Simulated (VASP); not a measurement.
# C (Pm-3m) in VASP: single point with PBEsol

Aim: the single point of C with PBEsol.

Program: VASP 6.6.1. These are calculated values, not measurements. Logs are shortened: lines on timing, memory, paths and dates and some standing lists are left out, and cuts for length are marked.

### Step 1. The cell of the first run

It takes space group Pm-3m (No. 221, cubic). The conventional cell has a = 5.205 Å, b = 5.205 Å, c = 5.205 Å, α = 90.00°, β = 90.00°, γ = 90.00°.

### Step 2. Single point, PBEsol

File INCAR:

```
ALGO = Normal ; EDIFF = 1E-6
ENCUT = 600 ; GGA = PS
GGA_COMPAT = False ; ISIF = 2
ISMEAR = 0 ; LASPH = True
LCHARG = False ; LREAL = False
LWAVE = False ; NBANDS = 8
NELM = 120 ; PREC = Accurate
SIGMA = 0.05
```

File KPOINTS:

```
k-points
0
Gamma
  5 5 5
```

File POSCAR:

```
C
1.0
    5.2051310000      0.0000000000      0.0000000000
    0.0000000000      5.2051310000      0.0000000000
    0.0000000000      0.0000000000      5.2051310000
C
1
Direct
    0.5000000000      0.5000000000      0.5000000000
```

Potentials or basis: VASP PAW PBE potentials, release 64 (C).

On the command line:

```bash
$ cat potpaw_PBE.64/C/POTCAR > POTCAR
$ mpirun -np 1 vasp_std > vasp.out
```

OUTCAR:

```text
EDIFF = 1E-6
   ENCUT = 600
   GGA = PS
   ISIF = 2
   ISMEAR = 0
   LASPH = True
   LREAL = False
   NELM = 120
   PREC = Accurate

 ion  position               nearest neighbor table
   1  0.500  0.500  0.500-

  LATTYP: Found a simple cubic cell.
 ALAT       =     5.2051310000

  Lattice vectors:

 A1 = (   5.2051310000,   0.0000000000,   0.0000000000)
 A2 = (   0.0000000000,   5.2051310000,   0.0000000000)
 A3 = (   0.0000000000,   0.0000000000,   5.2051310000)

Analysis of symmetry for initial positions (statically):
=====================================================================
 Subroutine PRICEL returns:
 Original cell was already a primitive cell.

 Routine SETGRP: Setting up the symmetry group for a
 simple cubic supercell.

 Subroutine GETGRP returns: Found 48 space group operations
 (whereof 48 operations were pure point group operations)
 out of a pool of 48 trial point group operations.

The static configuration has the point symmetry O_h .

Analysis of symmetry for dynamics (positions and initial velocities):
=====================================================================
 Subroutine PRICEL returns:
 Original cell was already a primitive cell.

 Routine SETGRP: Setting up the symmetry group for a
 simple cubic supercell.

 Subroutine GETGRP returns: Found 48 space group operations
 (whereof 48 operations were pure point group operations)
 out of a pool of 48 trial point group operations.

The dynamic configuration has the point symmetry O_h .

 Subroutine INISYM returns: Found 48 space group operations
 (whereof 48 operations are pure point group operations),
 and found     1 'primitive' translations

----------------------------------------------------------------------------------------

                                     Primitive cell

  volume of cell :     141.0246

  direct lattice vectors                    reciprocal lattice vectors
     5.205131000  0.000000000  0.000000000     0.192118123  0.000000000  0.000000000
     0.000000000  5.205131000  0.000000000     0.000000000  0.192118123  0.000000000
     0.000000000  0.000000000  5.205131000     0.000000000  0.000000000  0.192118123

  length of vectors
     5.205131000  5.205131000  5.205131000     0.192118123  0.192118123  0.192118123

  position of ions in fractional coordinates (direct lattice)
     0.500000000  0.500000000  0.500000000

  ion indices of the primitive-cell ions
   primitive index   ion index
                 1           1

----------------------------------------------------------------------------------------

 KPOINTS: k-points

Automatic generation of k-mesh.
 Grid dimensions read from file:
 generate k-points for:    5    5    5

 Generating k-lattice:

  Cartesian coordinates                     Fractional coordinates (reciprocal lattice)
     0.038423625  0.000000000  0.000000000     0.200000000  0.000000000  0.000000000
     0.000000000  0.038423625  0.000000000     0.000000000  0.200000000  0.000000000
     0.000000000  0.000000000  0.038423625     0.000000000  0.000000000  0.200000000

  Length of vectors
     0.038423625  0.038423625  0.038423625

  Shift w.r.t. Gamma in fractional coordinates (k-lattice)
     0.000000000  0.000000000  0.000000000

 Subroutine IBZKPT returns following result:
 ===========================================

 Found     10 irreducible k-points:

 Following reciprocal coordinates:
            Coordinates               Weight
  0.000000  0.000000  0.000000      1.000000
  0.200000  0.000000  0.000000      6.000000
  0.400000  0.000000  0.000000      6.000000
  0.200000  0.200000  0.000000     12.000000
  0.400000  0.200000  0.000000     24.000000
  0.400000  0.400000  0.000000     12.000000
  0.200000  0.200000  0.200000      8.000000
  0.400000  0.200000  0.200000     24.000000
  0.400000  0.400000  0.200000     24.000000
  0.400000  0.400000  0.400000      8.000000
   k-points           NKPTS =     10   k-points in BZ     NKDIM =     10   number of bands    NBANDS=      8
   number of dos      NEDOS =    301   number of ions     NIONS =      1
   total plane-waves  NPLWV =  74088
   dimension x,y,z NGX =    42 NGY =   42 NGZ =   42
   dimension x,y,z NGXF=    84 NGYF=   84 NGZF=   84
   ions per type =               1
   NGX,Y,Z   is equivalent  to a cutoff of  13.41, 13.41, 13.41 a.u.
   NGXF,Y,Z  is equivalent  to a cutoff of  26.83, 26.83, 26.83 a.u.
 SYSTEM =  unknown system
   PREC   = accura    normal or accurate (medium, high low for compatibility)
   ISTART =      0    job   : 0-new  1-cont  2-samecut
   ICHARG =      2    charge: 1-file 2-atom 10-const
   ISPIN  =      1    spin polarized calculation?
   LNONCOLLINEAR =      F non collinear calculations
   LSORBIT =      F    spin-orbit coupling
   LASPH  =      T    aspherical Exc in radial PAW
   ENCUT  =  600.0 eV  44.10 Ry    6.64 a.u.  10.40 10.40 10.40*2*pi/ulx,y,z
   NELM   =    120;   NELMIN=  2; NELMDL= -5     # of ELM steps
   EDIFF  = 0.1E-05   stopping-criterion for ELM
   LREAL  =      F    real-space projection
[... 7 lines left out ...]
   TEBEG  =    0.0;   TEEND  =   0.0 temperature during run
   PSTRESS=    0.0 pullay stress
   NELECT =       4.0000    total number of electrons
   NUPDOWN=      -1.0000    fix difference up-down
   EMIN   =  10.00;   EMAX   =-10.00  energy-range for DOS
   EFERMI =   0.00;   METHOD = LEGACY
   ISMEAR =     0;   SIGMA  =   0.05  broadening in eV -4-tet -1-fermi 0-gaus
   EFERMI_NEDOS =   21; number of points for ismear=-14 and -15
   IALGO  =     38    algorithm
   IMIX   =      4    mixing-type and parameters
     AMIX     =   0.40;   BMIX     =  1.00
     AMIX_MAG =   1.60;   BMIX_MAG =  1.00
  volume/ion in A,a.u.               =     141.02       951.68
  Fermi-wavevector in a.u.,A,eV,Ry     =   0.499264  0.943471  3.391443  0.249264
  Thomas-Fermi vector in A             =   1.506672
   LORBIT       =      0    0 simple, 1 ext, 2 COOP (PROOUT), +10 PAW based schemes
   GGA     = PS    functional components
   LHFCALC =     F    Hartree Fock is set to
   AEXX    =    0.0000 exact exchange contribution
   IVDW    =     0    specifies the selected vdW correction
   LEPSILON=     F    determine dielectric tensor
   LRPA    =     F    only Hartree local field effects (RPA)
 non-spin polarized calculation
 Gauss-broadening in eV      SIGMA  =   0.05
  energy-cutoff  :      600.00
  volume of cell :      141.02
 maximum number of plane-waves:      4737
 NGX is ok and might be reduce to    42
   NGX = 21   NGY = 21   NGZ = 21

 number of electron       4.0000000 magnetization

 Free energy of the ion-electron system (eV)
  ---------------------------------------------------
  ext. energy  EPLUGINS =         0.00000000
  ---------------------------------------------------
  free energy    TOTEN  =        -0.18570229 eV

  energy without entropy =       -0.15706560  energy(sigma->0) =       -0.17138394

 E-fermi :  -4.7317     XC(G=0):  -2.7147

 val. band max:       -4.7357090284   @ k =   0.4000   0.4000   0.4000
 cond. band min:      -4.6903979923   @ k =   0.2000   0.0000   0.0000
 fundamental gap:      0.0453110361
 Fermi energy:        -4.7316874163

 k-point     1 :       0.0000    0.0000    0.0000
  band No.  band energies     occupation
      1     -13.1374      2.00000
      2      -4.6190      0.00143
      3      -4.6190      0.00143
      4      -4.6190      0.00143
      5      -0.3586      0.00000
      6       3.8820      0.00000
      7       3.8820      0.00000
      8       5.1812      0.00000

 k-point     2 :       0.2000    0.0000    0.0000
  band No.  band energies     occupation
      1     -13.1328      2.00000
      2      -4.6904      0.24287
      3      -4.6129      0.00078
      4      -4.6129      0.00078
      5      -0.0906      0.00000
      6       3.0072      0.00000
      7       4.0760      0.00000
      8       5.2479      0.00000

 k-point     3 :       0.4000    0.0000    0.0000
  band No.  band energies     occupation
      1     -13.1253      2.00000
      2      -4.7994      1.94465
      3      -4.6029      0.00027
      4      -4.6029      0.00027
      5       0.6395      0.00000
      6       1.7163      0.00000
      7       4.5678      0.00000
      8       5.3891      0.00000

 k-point     4 :       0.2000    0.2000    0.0000
  band No.  band energies     occupation
      1     -13.1282      2.00000
      2      -4.6882      0.21821
      3      -4.6747      0.10708
      4      -4.6070      0.00042
      5       0.1654      0.00000
      6       3.1065      0.00000
      7       3.3251      0.00000
      8       4.9738      0.00000

 k-point     5 :       0.4000    0.2000    0.0000
  band No.  band energies     occupation
      1     -13.1209      2.00000
      2      -4.7868      1.88072
      3      -4.6668      0.06634
      4      -4.5974      0.00015
      5       0.8664      0.00000
      6       1.9206      0.00000
      7       3.7481      0.00000
      8       4.6032      0.00000

 k-point     6 :       0.4000    0.4000    0.0000
  band No.  band energies     occupation
      1     -13.1138      2.00000
      2      -4.7681      1.69657
      3      -4.7633      1.62942
      4      -4.5883      0.00005
      5       1.4647      0.00000
      6       2.4486      0.00000
      7       2.5667      0.00000
      8       3.5787      0.00000

 k-point     7 :       0.2000    0.2000    0.2000
  band No.  band energies     occupation
      1     -13.1238      2.00000
      2      -4.6850      0.18689
      3      -4.6669      0.06701
      4      -4.6669      0.06701
      5       0.4094      0.00000
      6       3.2622      0.00000
      7       3.2622      0.00000
      8       3.9387      0.00000

 k-point     8 :       0.4000    0.2000    0.2000
  band No.  band energies     occupation
      1     -13.1166      2.00000
      2      -4.7749      1.77788
      3      -4.6639      0.05526
      4      -4.6542      0.02849
      5       1.0805      0.00000
      6       2.1253      0.00000
      7       3.7239      0.00000
      8       4.3239      0.00000

 k-point     9 :       0.4000    0.4000    0.2000
  band No.  band energies     occupation
      1     -13.1096      2.00000
      2      -4.7573      1.53097
      3      -4.7529      1.45054
      4      -4.6465      0.01598
      5       1.6572      0.00000
      6       2.6812      0.00000
      7       2.6854      0.00000
      8       3.7692      0.00000

 k-point    10 :       0.4000    0.4000    0.4000
  band No.  band energies     occupation
      1     -13.1028      2.00000
      2      -4.7410      1.20864
      3      -4.7357      1.09056
      4      -4.7357      1.09056
      5       2.1931      0.00000
      6       2.9893      0.00000
      7       2.9893      0.00000
      8       3.6931      0.00000

------------------------ aborting loop because EDIFF is reached ----------------------------------------

  FORCE on cell =-STRESS in cart. coord.  units (eV):
  Direction    XX          YY          ZZ          XY          YZ          ZX
  --------------------------------------------------------------------------------------
  -------------------------------------------------------------------------------------
  Total       -0.3253452     -0.3253452     -0.3253452     -0.0000000     -0.0000000     -0.0000000
  in kB       -3.6962385     -3.6962385     -3.6962385     -0.0000000     -0.0000000     -0.0000000
  external PRESSURE =      -3.6962385 kB  Pullay stress =       0.0000000 kB

 VOLUME and BASIS-vectors are now :
 -----------------------------------------------------------------------------
  energy-cutoff  :      600.00
  volume of cell :      141.02
      direct lattice vectors                 reciprocal lattice vectors
     5.205131000  0.000000000  0.000000000     0.192118123  0.000000000  0.000000000
     0.000000000  5.205131000  0.000000000     0.000000000  0.192118123  0.000000000
     0.000000000  0.000000000  5.205131000     0.000000000  0.000000000  0.192118123

 POSITION                                       TOTAL-FORCE (eV/Angst)
 -----------------------------------------------------------------------------------
      2.60257      2.60257      2.60257         0.000000      0.000000      0.000000
 -----------------------------------------------------------------------------------
    total drift:                                0.000000     -0.000000     -0.000000

  FREE ENERGIE OF THE ION-ELECTRON SYSTEM (eV)
  ---------------------------------------------------
  free  energy   TOTEN  =        -0.1857022880 eV

  energy  without entropy=       -0.1570655979  energy(sigma->0) =       -0.17138394
```

It took 9.1 s on 1 thread of Intel Xeon 6975P-C, shared host; peak memory 0.23 GiB.

Results:

```
Free energy            : -0.1857 eV
Pressure               : -0.4 GPa
Band gap on the k mesh : zero (band 2 reaches -4.62 eV, above the bottom of band 3 at -4.76 eV)
```

Caveat: the PAW data sets were made with another functional, which shifts forces and pressure a little.
